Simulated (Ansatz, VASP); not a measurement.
**One calculation of NaF, two programs**

File INCAR:

```
SYSTEM = NaF
ALGO = Normal ; EDIFF = 1E-6
ENCUT = 520 ; GGA = PS
ISIF = 2 ; ISMEAR = 0
LASPH = .True. ; LCHARG = .True.
LELF = .True. ; LREAL = .False.
LVHAR = .True. ; LWAVE = .False.
NBANDS = 14 ; NELM = 80
PREC = Accurate ; SIGMA = 0.01
```

The input KPOINTS:

```
k-points
0
Gamma
  8 8 8
  0 0 0
```

File POSCAR:

```
NaF
1.0
    2.2857032682      2.2857032682      0.0000000000
   -2.2857032682      2.2857032682      0.0000000000
    0.0000000000      2.2857032682      2.2857032682
Na F
1 1
Direct
    0.0000000000      0.0000000000      0.0000000000
    0.5000000000      0.5000000000      0.0000000000
```

Input for Ansatz:

```yaml
crystal:
  lattice:
    - [2.28570326817, 2.28570326817, 0.0]
    - [-2.28570326817, 2.28570326817, 0.0]
    - [0.0, 2.28570326817, 2.28570326817]
  atoms:
    - { symbol: Na, position: [0.0, 0.0, 0.0] }
    - { symbol: F, position: [0.5, 0.5, 0.0] }
kpoints:
  mp_grid: { grid: [8, 8, 8] }
scf:
  occupations: { method: fixed }
  convergence: { dr2_threshold: 1.0e-10 }
hamiltonian:
  xc: pbesol
  pseudopotentials: { kind: all_electron, lapw: { basis_error: 0.0005 } }
output:
  forces: true
  stress: true
  eigenstates:
    kpoints:
      - [0.0, 0.0, 0.0]
      - [-0.5, -0.5, -0.5]
      - [-0.5, 0.5, 0.0]
      - [0.0, 0.0, -0.5]
      - [0.0, -0.5, -0.5]
      - [0.0, 0.5, 0.0]
      - [-0.5, 0.0, 0.0]
      - [-0.5, 0.0, -0.5]
  eigenvalues: true
```

Alike in both runs: task single point; functional PBEsol; k mesh 8 × 8 × 8; no spin polarisation.

|  | VASP | Ansatz |
| --- | --- | --- |
| version | VASP 6.6.1 | Ansatz 0.2.0 |
| potentials or method | VASP PAW PBE potentials, release 64 (Na_pv, F), cutoff 520 eV | all-electron LAPW, scalar-relativistic |
| occupations | gaussian, width 0.01 eV | fixed |

|  | VASP | Ansatz | Ansatz less VASP |
| --- | --- | --- | --- |
| gap on the k mesh at the Fermi level (eV) | 6.38 | 6.39 | +0.011 |
| pressure (GPa) | 2.0 | 2.0 | +0.05 |

VASP's potentials were made for PBE, not for PBEsol. Ansatz ran all-electron here, and VASP with PAW potentials.
